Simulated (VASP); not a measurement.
Wanted: the native input for a VASP 6.6.1 run.

* Task: single point
* Functional: HSE06
* Potentials or basis: VASP PAW PBE potentials, release 64 (Zn, Se)
* Cutoff: 520 eV
* k mesh: 6 × 6 × 6
* Occupations: gaussian, width 0.01 eV
* Spin: no spin polarisation
* Dipole correction: no
* Grid for exact exchange (PRECFOCK): Normal
* Further INCAR settings: ALGO = Normal; EDIFF = 1e-06; NBANDS = 16
* Share of exact exchange: 0.25
* Screening parameter: 0.2079 1/Å

Crystal: ZnSe.

```
Zn Se
1.0
     0.00000    2.91739    2.91739
     2.91739    0.00000    2.91739
     2.91739    2.91739    0.00000
Zn Se
1 1
Direct
  0.00000 0.00000 0.00000
  0.25000 0.25000 0.25000
```

This cell differs from its parent crystal: strain +3.0%.

One way to write it, as run:

POSCAR

```
ZnSe
1.0
    0.0000000000      2.9173933049      2.9173933049
    2.9173933049      0.0000000000      2.9173933049
    2.9173933049      2.9173933049      0.0000000000
Zn Se
1 1
Direct
    0.0000000000      0.0000000000      0.0000000000
    0.2500000000      0.2500000000      0.2500000000
```

INCAR.step1

```
ALGO = Normal
EDIFF = 1E-5
ENCUT = 520
GGA = PE
ISIF = 2
ISMEAR = 0
LASPH = True
LREAL = False
LWAVE = True
NBANDS = 16
NELM = 80
PREC = Accurate
SIGMA = 0.01
```

INCAR.step2

```
ALGO = Normal
EDIFF = 1E-6
ENCUT = 520
GGA = PE
HFSCREEN = 0.2079
ISIF = 2
ISMEAR = 0
ISTART = 1
LASPH = True
LCHARG = True
LELF = True
LHFCALC = True
LREAL = False
LVHAR = True
LWAVE = False
NBANDS = 16
NELM = 80
PREC = Accurate
PRECFOCK = Normal
SIGMA = 0.01
```

KPOINTS

```
k-points
0
Gamma
  6 6 6
```

Potentials or basis: VASP PAW PBE potentials, release 64 (Zn, Se).

The run is started by

```console
$ cat potpaw_PBE.64/Zn/POTCAR potpaw_PBE.64/Se/POTCAR > POTCAR
$ cp INCAR.step1 INCAR
$ mpirun -np 1 vasp_std > vasp.out
$ cp INCAR.step2 INCAR
$ mpirun -np 1 vasp_std > vasp.out
```

It gave:

```json
{
  "Pressure": "-3.7 GPa",
  "Band gap on the k mesh": "2.02 eV"
}
```

Caveat: the cell differs from its parent crystal (strain +3.0%); the cell stands under tension; the PAW data sets were made with another functional, which shifts forces and pressure a little.

Wall time 24 min on 1 thread of Intel(R) Xeon(R) 6975P-C (Granite Rapids), on a shared host, peak memory 0.31 GiB.
